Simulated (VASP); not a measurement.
# MnO2 (P-3m1) in VASP: a series of runs

Runs on MnO2. Level: PBE. Tasks: single point.

Everything below comes from runs of VASP 6.6.1. Logs are shortened: lines on timing, memory, paths and dates and some standing lists are left out, and cuts for length are marked.

## Step 1: The cell of the first run

Symmetry: P-3m1, No. 164, trigonal system. The conventional cell has a = 2.878 Å, b = 2.878 Å, c = 5.662 Å, α = 90.00°, β = 90.00°, γ = 120.00°. Within 2.5 Å of Mn (site symmetry -3m) lie 6 O at 1.92 Å. O (site symmetry 3m) has 3 Mn at 1.92 Å within 2.5 Å.

## Step 2: Single point, PBE, collinear spin, ferromagnetic start (volume scaled by 1.040)

The input, INCAR:

```
PREC = Accurate ; ENCUT = 520
EDIFF = 1E-6 ; ISMEAR = 0
SIGMA = 0.05 ; LREAL = False
LASPH = True ; NELM = 150
ALGO = Normal ; ISIF = 2
LWAVE = False ; LCHARG = False
ISPIN = 2 ; MAGMOM = 2.77 0 0
LORBIT = 11 ; LMAXMIX = 4
GGA = PE ; NBANDS = 24
```

The input, KPOINTS:

```
regular mesh
0
Gamma
  14 14 6
```

The input, POSCAR:

```
MnO2
1.0
    2.8775091420      0.0000000000      0.0000000000
   -1.4387545710      2.4919960166      0.0000000000
    0.0000000000      0.0000000000      5.6615457446
Mn O
1 2
Direct
    0.0000000000      0.0000000000      0.0000000000
    0.3333333333      0.6666666667      0.1686438398
    0.6666666667      0.3333333333      0.8313561602
```

Potentials or basis: VASP PAW PBE potentials, release 64 (Mn_pv, O).

Command:

```
$ cat potpaw_PBE.64/Mn_pv/POTCAR potpaw_PBE.64/O/POTCAR > POTCAR
$ mpirun -np 1 vasp_std > vasp.out
```

OUTCAR:

```text
PREC = Accurate
   ENCUT = 520
   EDIFF = 1E-6
   ISMEAR = 0
   LREAL = False
   LASPH = True
   NELM = 150
   ISIF = 2
   ISPIN = 2
   LORBIT = 11
   GGA = PE

 ion  position               nearest neighbor table
   1  0.000  0.000  0.000-   2 1.92   3 1.92   3 1.92   2 1.92   3 1.92   2 1.92
   2  0.333  0.667  0.169-   1 1.92   1 1.92   1 1.92
   3  0.667  0.333  0.831-   1 1.92   1 1.92   1 1.92

  LATTYP: Found a hexagonal cell.
 ALAT       =     2.8775091420
 C/A-ratio  =     1.9675161625

  Lattice vectors:

 A1 = (   2.8775091420,   0.0000000000,   0.0000000000)
 A2 = (  -1.4387545710,   2.4919960166,   0.0000000000)
 A3 = (   0.0000000000,   0.0000000000,   5.6615457446)

Analysis of symmetry for initial positions (statically):
=====================================================================
 Subroutine PRICEL returns:
 Original cell was already a primitive cell.

 Routine SETGRP: Setting up the symmetry group for a
 hexagonal supercell.

 Subroutine GETGRP returns: Found 12 space group operations
 (whereof 12 operations were pure point group operations)
 out of a pool of 24 trial point group operations.

The static configuration has the point symmetry D_3d.

Analysis of symmetry for dynamics (positions and initial velocities):
=====================================================================
 Subroutine PRICEL returns:
 Original cell was already a primitive cell.

 Routine SETGRP: Setting up the symmetry group for a
 hexagonal supercell.

 Subroutine GETGRP returns: Found 12 space group operations
 (whereof 12 operations were pure point group operations)
 out of a pool of 24 trial point group operations.

The dynamic configuration has the point symmetry D_3d.

Analysis of structural, dynamic, and magnetic symmetry:
=====================================================================
 Subroutine PRICEL returns:
 Original cell was already a primitive cell.

 Routine SETGRP: Setting up the symmetry group for a
 hexagonal supercell.

 Subroutine GETGRP returns: Found 12 space group operations
 (whereof 12 operations were pure point group operations)
 out of a pool of 24 trial point group operations.

The overall configuration has the point symmetry D_3d.

 Subroutine INISYM returns: Found 12 space group operations
 (whereof 12 operations are pure point group operations),
 and found     1 'primitive' translations

----------------------------------------------------------------------------------------

[... 113 lines left out ...]
     AMIX     =   0.40;   BMIX     =  1.00
     AMIX_MAG =   1.60;   BMIX_MAG =  1.00
  volume/ion in A,a.u.               =      13.53        91.32
  Fermi-wavevector in a.u.,A,eV,Ry     =   1.392799  2.632009 26.393796  1.939889
  Thomas-Fermi vector in A             =   2.516507
   LORBIT       =     11    0 simple, 1 ext, 2 COOP (PROOUT), +10 PAW based schemes
   GGA     = PE    functional components
   LHFCALC =     F    Hartree Fock is set to
   AEXX    =    0.0000 exact exchange contribution
   IVDW    =     0    specifies the selected vdW correction
   LEPSILON=     F    determine dielectric tensor
   LRPA    =     F    only Hartree local field effects (RPA)
 spin polarized calculation
 Gauss-broadening in eV      SIGMA  =   0.05
  energy-cutoff  :      520.00
  volume of cell :       40.60
 maximum number of plane-waves:      1138
 NGX is ok and might be reduce to    24
   NGX = 11   NGY = 11   NGZ = 21

 number of electron      25.0000010 magnetization       2.9999382

 Free energy of the ion-electron system (eV)
  ---------------------------------------------------
  ext. energy  EPLUGINS =         0.00000000
  ---------------------------------------------------
  free energy    TOTEN  =       -23.84705354 eV

  energy without entropy =      -23.84705354  energy(sigma->0) =      -23.84705354

 E-fermi :   1.2760     XC(G=0):  -9.2603

 val. band max:        0.9296324513   @ k =   0.0714   0.0714   0.5000
 cond. band min:       1.9385259437   @ k =   0.0000   0.0000   0.5000
 fundamental gap:      1.0088934923
 Fermi energy:         1.2760372377

 spin component 1

 k-point     1 :       0.0000    0.0000    0.0000
  band No.  band energies     occupation
      1     -49.2409      1.00000
      2     -49.2409      1.00000
      3     -49.2359      1.00000
      4     -18.3074      1.00000
      5     -16.2046      1.00000
      6      -4.7946      1.00000
[... 637 lines left out ...]
     23      17.6793      0.00000
     24      20.8941      0.00000

 [... further k-points ...]

 spin component 2

 k-point     1 :       0.0000    0.0000    0.0000
  band No.  band energies     occupation
      1     -46.1619      1.00000
      2     -46.1619      1.00000
      3     -45.9887      1.00000
      4     -18.1697      1.00000
      5     -16.1098      1.00000
      6      -3.8660      1.00000
[... 637 lines left out ...]
     23      18.2440      0.00000
     24      21.0604      0.00000

 [... further k-points ...]
[... 5 lines left out ...]
  --------------------------------------------------------------------------------------
  -------------------------------------------------------------------------------------
  Total        0.2040895      0.2040895      0.0897037      0.0000000     -0.0000000      0.0000000
  in kB        8.0543795      8.0543795      3.5401531      0.0000000     -0.0000000      0.0000000
  external PRESSURE =       6.5496374 kB  Pullay stress =       0.0000000 kB

 VOLUME and BASIS-vectors are now :
 -----------------------------------------------------------------------------
  energy-cutoff  :      520.00
  volume of cell :       40.60
      direct lattice vectors                 reciprocal lattice vectors
     2.877509142  0.000000000  0.000000000     0.347522788  0.200642375  0.000000000
    -1.438754571  2.491996017  0.000000000     0.000000000  0.401284751  0.000000000
     0.000000000  0.000000000  5.661545745     0.000000000  0.000000000  0.176630208

 POSITION                                       TOTAL-FORCE (eV/Angst)
 -----------------------------------------------------------------------------------
      0.00000      0.00000      0.00000        -0.000000      0.000000      0.000000
     -0.00000      1.66133      0.95478        -0.000000      0.000000      0.088994
      1.43875      0.83067      4.70676         0.000000     -0.000000     -0.088994
 -----------------------------------------------------------------------------------
    total drift:                               -0.000000      0.000000      0.000000

  FREE ENERGIE OF THE ION-ELECTRON SYSTEM (eV)
  ---------------------------------------------------
  free  energy   TOTEN  =       -23.8470535351 eV

  energy  without entropy=      -23.8470535351  energy(sigma->0) =      -23.84705354

 total charge

# of ion       s       p       d       tot
------------------------------------------
    1        0.347   6.449   4.900  11.697
    2        1.582   3.404   0.000   4.986
    3        1.582   3.404   0.000   4.986
--------------------------------------------------
tot          3.511  13.258   4.900  21.669

 magnetization (x)

# of ion       s       p       d       tot
------------------------------------------
    1        0.031   0.039   2.785   2.854
    2        0.004   0.031   0.000   0.035
    3        0.004   0.031   0.000   0.035
--------------------------------------------------
tot          0.038   0.101   2.785   2.923
```

Wall time 87 s (1 thread of Intel Xeon 6975P-C (Granite Rapids), shared host); peak memory 0.31 GiB.

Results:

| Property | Result |
| --- | --- |
| Free energy | -23.8471 eV |
| Pressure | 0.7 GPa |
| Largest force | 0.089 eV/Å |
| Band gap on the k mesh | 1.01 eV, indirect (least direct gap 1.06 eV) |
| Net moment | 3.00 μB per cell |
| Site moments | Mn +2.85; O +0.04 μB |
| Valence electrons inside the program's atomic spheres | Mn 11.70; O 4.99 |

Forces in eV/Å, atoms in the order of the input:
```
Mn   0.000  0.000  0.000
O    0.000  0.000  0.089
O    0.000  0.000 -0.089
```

Caveat: a cell with one magnetic atom can't hold antiferromagnetic order, which such compounds often take. A k mesh can miss the band edges.

## Step 3: Single point, PBE, collinear spin, ferromagnetic start (volume scaled by 1.070)

The input, INCAR:

```
SYSTEM = MnO2
PREC = Accurate ; ENCUT = 520
EDIFF = 1E-6 ; ISMEAR = 0
SIGMA = 0.05 ; LREAL = .FALSE.
LASPH = .TRUE. ; NELM = 150
ALGO = Normal ; ISIF = 2
LWAVE = .FALSE. ; LCHARG = .FALSE.
ISPIN = 2 ; MAGMOM = 2.77 0 0
LORBIT = 11 ; LMAXMIX = 4
GGA = PE ; NBANDS = 24
```

The input, KPOINTS:

```
Automatic mesh
0
G
  14 14 6
  0 0 0
```

The input, POSCAR:

```
MnO2
1.0
    2.8778881808      0.0000000000      0.0000000000
   -1.4389440904      2.4923242738      0.0000000000
    0.0000000000      0.0000000000      5.8233253122
Mn O
1 2
Direct
    0.0000000000      0.0000000000      0.0000000000
    0.3333333333      0.6666666667      0.1639400399
    0.6666666667      0.3333333333      0.8360599601
```

Potentials or basis: VASP PAW PBE potentials, release 64 (Mn_pv, O).

Command:

```
$ cat potpaw_PBE.64/Mn_pv/POTCAR potpaw_PBE.64/O/POTCAR > POTCAR
$ mpirun -np 1 vasp_std > vasp.out
```

Run time: 3.9 min. Hardware: 1 thread of Intel Xeon Platinum 8488C (Sapphire Rapids), shared host; peak memory 0.32 GiB.

Results (log left out):

```yaml
Free_energy: -23.8469 eV
Pressure: 0.6 GPa
Largest_force: 0.088 eV/Å
Band_gap_on_the_k_mesh: 1.02 eV, indirect (least direct gap 1.07 eV)
Net_moment: 3.00 μB per cell
Site_moments: Mn +2.85; O +0.03 μB
Valence_electrons_inside_the_program's_atomic_spheres: Mn 11.70; O 4.99
```

Forces on the atoms (eV/Å):
```
Mn   0.000  0.000  0.000
O    0.000  0.000  0.088
O    0.000  0.000 -0.088
```

Stress tensor (GPa, compression positive):
```
0.73 0.00 0.00
0.00 0.73 0.00
0.00 0.00 0.32
```

Levels at points of the mesh, in eV from the valence-band top:
Spin up:
```tsv
k point	band 12	band 13	band 14	band 15	band 16	band 17
(0.00, 0.00, 0.00)	-1.20	-1.20	-0.14	3.00	3.00	6.58
(0.50, 0.00, 0.00)	-1.72	-1.63	-0.89	2.24	2.84	11.55
(0.00, 0.00, 0.50)	-1.20	-1.20	-0.05	3.00	3.00	7.90
(0.50, 0.00, 0.50)	-1.72	-1.64	-0.91	2.24	2.84	11.15
```
Spin down:
```csv
k point,band 8,band 9,band 10,band 11,band 12,band 13,band 14,band 15
"(0.00, 0.00, 0.00)",-4.73,-1.31,-1.15,-1.15,1.02,1.02,2.60,4.28
"(0.50, 0.00, 0.00)",-3.97,-2.81,-2.54,-1.72,1.30,1.75,2.05,3.72
"(0.00, 0.00, 0.50)",-4.63,-1.59,-1.15,-1.15,1.02,1.02,2.65,4.28
"(0.50, 0.00, 0.50)",-3.97,-2.80,-2.53,-1.64,1.30,1.75,2.04,3.71
```

Caveat: a cell with one magnetic atom can't hold antiferromagnetic order, which such compounds often take.

## Step 4: Single point, PBE, collinear spin, ferromagnetic start (volume scaled by 1.100)

The input, INCAR:

```
  PREC = Accurate
  ENCUT = 520
  EDIFF = 1E-6
  ISMEAR = 0
  SIGMA = 0.05
  LREAL = F
  LASPH = T
  NELM = 150
  ALGO = Normal
  ISIF = 2
  LWAVE = F
  LCHARG = F
  ISPIN = 2
  MAGMOM = 2.77 0 0
  LORBIT = 11
  LMAXMIX = 4
  GGA = PE
  NBANDS = 24
```

The input, KPOINTS:

```
regular mesh
0
Gamma
  14 14 6
```

The input, POSCAR:

```
MnO2
1.0
    2.8774779927      0.0000000000      0.0000000000
   -1.4387389964      2.4919690405      0.0000000000
    0.0000000000      0.0000000000      5.9883030305
Mn O
1 2
Direct
    0.0000000000      0.0000000000      0.0000000000
    0.3333333333      0.6666666667      0.1594792106
    0.6666666667      0.3333333333      0.8405207894
```

Potentials or basis: VASP PAW PBE potentials, release 64 (Mn_pv, O).

Command:

```
$ cat potpaw_PBE.64/Mn_pv/POTCAR potpaw_PBE.64/O/POTCAR > POTCAR
$ mpirun -np 1 vasp_std > vasp.out
```

OUTCAR:

```text
PREC = Accurate
   ENCUT = 520
   EDIFF = 1E-6
   ISMEAR = 0
   LREAL = F
   LASPH = T
   NELM = 150
   ISIF = 2
   ISPIN = 2
   LORBIT = 11
   GGA = PE

 ion  position               nearest neighbor table
   1  0.000  0.000  0.000-   2 1.92   3 1.92   3 1.92   2 1.92   3 1.92   2 1.92
   2  0.333  0.667  0.159-   1 1.92   1 1.92   1 1.92
   3  0.667  0.333  0.841-   1 1.92   1 1.92   1 1.92

  LATTYP: Found a hexagonal cell.
 ALAT       =     2.8774779927
 C/A-ratio  =     2.0810942936

  Lattice vectors:

 A1 = (   2.8774779927,   0.0000000000,   0.0000000000)
 A2 = (  -1.4387389964,   2.4919690405,   0.0000000000)
 A3 = (   0.0000000000,   0.0000000000,   5.9883030305)

Analysis of symmetry for initial positions (statically):
=====================================================================
 Subroutine PRICEL returns:
 Original cell was already a primitive cell.

 Routine SETGRP: Setting up the symmetry group for a
 hexagonal supercell.

 Subroutine GETGRP returns: Found 12 space group operations
 (whereof 12 operations were pure point group operations)
 out of a pool of 24 trial point group operations.

The static configuration has the point symmetry D_3d.

Analysis of symmetry for dynamics (positions and initial velocities):
=====================================================================
 Subroutine PRICEL returns:
 Original cell was already a primitive cell.

 Routine SETGRP: Setting up the symmetry group for a
 hexagonal supercell.

 Subroutine GETGRP returns: Found 12 space group operations
 (whereof 12 operations were pure point group operations)
 out of a pool of 24 trial point group operations.

The dynamic configuration has the point symmetry D_3d.

Analysis of structural, dynamic, and magnetic symmetry:
=====================================================================
 Subroutine PRICEL returns:
 Original cell was already a primitive cell.

 Routine SETGRP: Setting up the symmetry group for a
[... 148 lines left out ...]

 Free energy of the ion-electron system (eV)
  ---------------------------------------------------
  ext. energy  EPLUGINS =         0.00000000
  ---------------------------------------------------
  free energy    TOTEN  =       -23.84650367 eV

  energy without entropy =      -23.84650367  energy(sigma->0) =      -23.84650367

 E-fermi :   0.7596     XC(G=0):  -8.8832

 val. band max:        0.4388213039   @ k =   0.0714   0.0714   0.5000
 cond. band min:       1.4673928921   @ k =   0.0000   0.0000   0.5000
 fundamental gap:      1.0285715882
 Fermi energy:         0.7595504764

 spin component 1

 k-point     1 :       0.0000    0.0000    0.0000
  band No.  band energies     occupation
      1     -49.7123      1.00000
      2     -49.7123      1.00000
      3     -49.7074      1.00000
      4     -18.7749      1.00000
      5     -16.6805      1.00000
      6      -5.2390      1.00000
[... 637 lines left out ...]
     23      17.0314      0.00000
     24      19.4757      0.00000

 [... further k-points ...]

 spin component 2

 k-point     1 :       0.0000    0.0000    0.0000
  band No.  band energies     occupation
      1     -46.6331      1.00000
      2     -46.6331      1.00000
      3     -46.4601      1.00000
      4     -18.6373      1.00000
      5     -16.5858      1.00000
      6      -4.3007      1.00000
[... 637 lines left out ...]
     23      17.6316      0.00000
     24      19.6034      0.00000

 [... further k-points ...]
[... 5 lines left out ...]
  --------------------------------------------------------------------------------------
  -------------------------------------------------------------------------------------
  Total        0.1950954      0.1950954      0.0733127     -0.0000000      0.0000000      0.0000000
  in kB        7.2794618      7.2794618      2.7354650     -0.0000000      0.0000000      0.0000000
  external PRESSURE =       5.7647962 kB  Pullay stress =       0.0000000 kB

 VOLUME and BASIS-vectors are now :
 -----------------------------------------------------------------------------
  energy-cutoff  :      520.00
  volume of cell :       42.94
      direct lattice vectors                 reciprocal lattice vectors
     2.877477993  0.000000000  0.000000000     0.347526550  0.200644547  0.000000000
    -1.438738996  2.491969040  0.000000000     0.000000000  0.401289095  0.000000000
     0.000000000  0.000000000  5.988303031     0.000000000  0.000000000  0.166992217

 POSITION                                       TOTAL-FORCE (eV/Angst)
 -----------------------------------------------------------------------------------
      0.00000      0.00000      0.00000        -0.000000      0.000000     -0.000000
     -0.00000      1.66131      0.95501         0.000000      0.000000      0.084831
      1.43874      0.83066      5.03329         0.000000     -0.000000     -0.084831
 -----------------------------------------------------------------------------------
    total drift:                                0.000000      0.000000     -0.000000

  FREE ENERGIE OF THE ION-ELECTRON SYSTEM (eV)
  ---------------------------------------------------
  free  energy   TOTEN  =       -23.8465036705 eV

  energy  without entropy=      -23.8465036705  energy(sigma->0) =      -23.84650367

 total charge

# of ion       s       p       d       tot
------------------------------------------
    1        0.347   6.449   4.900  11.697
    2        1.582   3.404   0.000   4.986
    3        1.582   3.404   0.000   4.986
--------------------------------------------------
tot          3.511  13.257   4.900  21.668

 magnetization (x)

# of ion       s       p       d       tot
------------------------------------------
    1        0.031   0.039   2.785   2.854
    2        0.004   0.031   0.000   0.035
    3        0.004   0.031   0.000   0.035
--------------------------------------------------
tot          0.038   0.101   2.785   2.923
```

stdout:

```text
POSCAR found type information on POSCAR MnO
 POSCAR found :  2 types and       3 ions
 scaLAPACK will be used
 LDA part: xc-table for (Slater+PW92), standard interpolation
 POSCAR, INCAR and KPOINTS ok, starting setup
 FFT: planning ... GRIDC
 FFT: planning ... GRID_SOFT
 FFT: planning ... GRID
 WAVECAR not read
 entering main loop
```

Run time: 3.4 min. Hardware: 1 thread of Intel Xeon Platinum 8488C (Sapphire Rapids), shared host; peak memory 0.32 GiB.

Results:

```
Free energy                                           : -23.8465 eV
Pressure                                              : 0.6 GPa
Largest force                                         : 0.085 eV/Å
Band gap on the k mesh                                : 1.03 eV, indirect (least direct gap 1.08 eV)
Net moment                                            : 3.00 μB per cell
Site moments                                          : Mn +2.85; O +0.04 μB
Valence electrons inside the program's atomic spheres : Mn 11.70; O 4.99
```

Forces in eV/Å, atoms in the order of the input:
```
Mn   0.000  0.000  0.000
O    0.000  0.000  0.085
O    0.000  0.000 -0.085
```

Caveat: a cell with one magnetic atom can't hold antiferromagnetic order, which such compounds often take. A k mesh can miss the band edges.

## Step 5: Overview

| cell | gap on the mesh (eV) | pressure (GPa) | moment (μB) | largest force (eV/Å) |
| --- | --- | --- | --- | --- |
| a = 2.878, b = 2.878, c = 5.662 Å, angles 90.0, 90.0, 120.0°, 3 atoms | 1.01 | 0.7 | 3.00 | 0.09 |
| a = 2.878, b = 2.878, c = 5.823 Å, angles 90.0, 90.0, 120.0°, 3 atoms | 1.02 | 0.6 | 3.00 | 0.09 |
| a = 2.877, b = 2.877, c = 5.988 Å, angles 90.0, 90.0, 120.0°, 3 atoms | 1.03 | 0.6 | 3.00 | 0.08 |

Alike in all rows: task single point; level PBE; potentials or basis VASP PAW PBE potentials, release 64 (Mn_pv, O); spin collinear, ferromagnetic start; k mesh 14 × 14 × 6; cutoff (eV) 520; smearing gaussian 0.05 eV.

Caveats: a cell with one magnetic atom can't hold antiferromagnetic order, which such compounds often take.

Total energies depend on the potentials used, so only differences within one code and one set of settings carry meaning.
